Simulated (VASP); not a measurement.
A run of VASP 6.6.1:

The input POSCAR:

```
MgS
1.0
    0.0000000000      2.6015179362      2.6015179362
    2.6015179362      0.0000000000      2.6015179362
    2.6015179362      2.6015179362      0.0000000000
Mg S
1 1
Direct
    0.0000000000      0.0000000000      0.0000000000
    0.5000000000      0.5000000000      0.5000000000
```

INCAR.step1

```
ALGO     = Normal         # electronic algorithm
EDIFF    = 1E-4           # SCF threshold, eV
ENCUT    = 520            # plane-wave cutoff, eV
GGA      = PE             # functional
ISMEAR   = 0              # smearing method
LASPH    = T              # aspherical terms in the spheres
LCHARG   = F              # write CHGCAR
LREAL    = F              # projectors in reciprocal space
LWAVE    = T              # write WAVECAR
NBANDS   = 11             # bands
NELM     = 80             # most SCF steps
PREC     = Accurate       # precision mode
SIGMA    = 0.01           # smearing width, eV
```

File INCAR.step2:

```
ALGO     = Normal         # electronic algorithm
EDIFF    = 1E-7           # SCF threshold, eV
ENCUT    = 520            # plane-wave cutoff, eV
ISIF     = 2              # what is computed and relaxed
ISMEAR   = 0              # smearing method
ISTART   = 1            
LASPH    = T              # aspherical terms in the spheres
LCHARG   = F              # write CHGCAR
LMIXTAU  = T            
LREAL    = F              # projectors in reciprocal space
LWAVE    = F              # write WAVECAR
METAGGA  = R2SCAN         # meta-GGA
NBANDS   = 11             # bands
NELM     = 80             # most SCF steps
PREC     = Accurate       # precision mode
SIGMA    = 0.01           # smearing width, eV
```

Contents of KPOINTS:

```
k-points
0
Gamma
  4 4 4
```

Potentials or basis: VASP PAW PBE potentials, release 64 (Mg, S).

The run is started by

```console
$ cat potpaw_PBE.64/Mg/POTCAR potpaw_PBE.64/S/POTCAR > POTCAR
$ cp INCAR.step1 INCAR
$ mpirun -np 1 vasp_std > vasp.out
$ cp INCAR.step2 INCAR
$ mpirun -np 1 vasp_std > vasp.out
```

Hardware: 1 thread of Intel Xeon 6975P-C (shared host).

**Question.** Estimate the wall time of this run.

**Answer.** Run time: 20 s on 1 thread of Intel Xeon 6975P-C (shared host), peak memory 0.16 GiB. Counts: k points 8.
